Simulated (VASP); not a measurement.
InSb: single point with PBE

Crystal: InSb.

```
CELL_PARAMETERS angstrom
0.00000 3.28769 3.23910
3.28769 0.00000 3.23910
3.28769 3.28769 0.00000
ATOMIC_POSITIONS crystal
In 0.00000 0.00000 0.00000
Sb 0.75000 0.75000 0.75000
```

This cell differs from its parent crystal: strain +0.015 along x and y, +0.000 along z.

- Program: VASP 6.6.1
- Task: single point
- Functional: PBE
- Potentials or basis: VASP PAW PBE potentials, release 64 (In_d, Sb)
- Cutoff: 520 eV
- k mesh: 12 × 12 × 12
- Occupations: gaussian, width 0.15 eV
- Spin: no spin polarisation

```
Pressure : 1.7 GPa
```

Stress tensor (GPa, compression positive):
```
1.55 0.00 0.00
0.00 1.55 0.00
0.00 0.00 1.93
```

Levels at points of the mesh, in eV from the Fermi level:
```
           k point  band 5  band 6  band 7  band 8  band 9  band 10  band 11  band 12  band 13  band 14
(0.00, 0.00, 0.00)  -14.59  -10.66   -0.48   -0.15   -0.15    -0.07     2.82     2.85     2.85     5.58
(0.50, 0.00, 0.00)  -14.59   -9.36   -5.60   -1.13   -1.04     0.36     3.65     3.72     5.99     7.99
(0.50, 0.50, 0.00)  -14.58   -8.76   -5.87   -2.34   -2.34     1.15     1.23     7.86     7.86     8.54
(0.50, 0.00, 0.50)  -14.58   -8.80   -5.93   -2.27   -2.26     1.26     1.30     7.82     7.87     8.46
```

Run time: 2.4 min on 1 thread of Intel(R) Xeon(R) Platinum 8259CL CPU @ 2.50GHz (Skylake/Cascade Lake), on a shared host, peak memory 0.34 GiB.

Caveat: the cell differs from its parent crystal (strain +0.015 along x and y, +0.000 along z); spin-orbit coupling is left out, which moves the levels of the heavy elements.
